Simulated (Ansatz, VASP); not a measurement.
**TiCo in VASP and in Ansatz**

INCAR

```
PREC = Accurate
ENCUT = 520
EDIFF = 1E-6
ISMEAR = -1
SIGMA = 0.1
LREAL = False
LASPH = True
NELM = 150
ALGO = Normal
ISIF = 2
LWAVE = False
LCHARG = False
ISPIN = 2
MAGMOM = 0 2.5
LORBIT = 11
LMAXMIX = 4
GGA = PE
NBANDS = 22
```

KPOINTS

```
regular mesh
0
Gamma
  10 10 10
```

POSCAR

```
TiCo
1.0
    3.0825030078      0.0000000000      0.0000000000
    0.0000000000      3.0825030078      0.0000000000
    0.0000000000      0.0000000000      3.0825030078
Ti Co
1 1
Direct
    0.0000000000      0.0000000000      0.0000000000
    0.5000000000      0.5000000000      0.5000000000
```

Input for Ansatz:

```yaml
crystal:
  lattice:
    - [3.082503007845528, 0.0, 0.0]
    - [0.0, 3.082503007845528, 0.0]
    - [0.0, 0.0, 3.082503007845528]
  atoms:
    - { symbol: Ti, position: [0.0, 0.0, 0.0] }
    - { symbol: Co, position: [0.5, 0.5, 0.5], spin: 2.5 }
basis:
  ecutwfc: 450.0
kpoints:
  mp_grid:
    grid: [10, 10, 10]
magnetization:
  spin_polarized: true
scf:
  occupations:
    method: fermi_dirac
    width: 0.1
```

Alike in both runs: task single point; functional PBE; k mesh 10 × 10 × 10; occupations fermi-dirac, width 0.1 eV; collinear spin.

|  | VASP | Ansatz |
| --- | --- | --- |
| version | VASP 6.6.1 | Ansatz 0.2.0 |
| potentials or method | VASP PAW PBE potentials, release 64 (Ti_sv, Co), cutoff 520 eV | plane waves, PAW |
| valence electrons in the cell | 21 | 29 |

```csv
,VASP,Ansatz,Ansatz less VASP
net moment per atom (μB),0.44,0.44,+0.004
size of the moment on the site where the two differ most (μB),1.08,1.11,+0.036
```

Site moments also hang on the region over which each program counts them. VASP's potentials hold 21 valence electrons a cell and Ansatz's 29, so a difference there can come from the potentials and not from the codes.
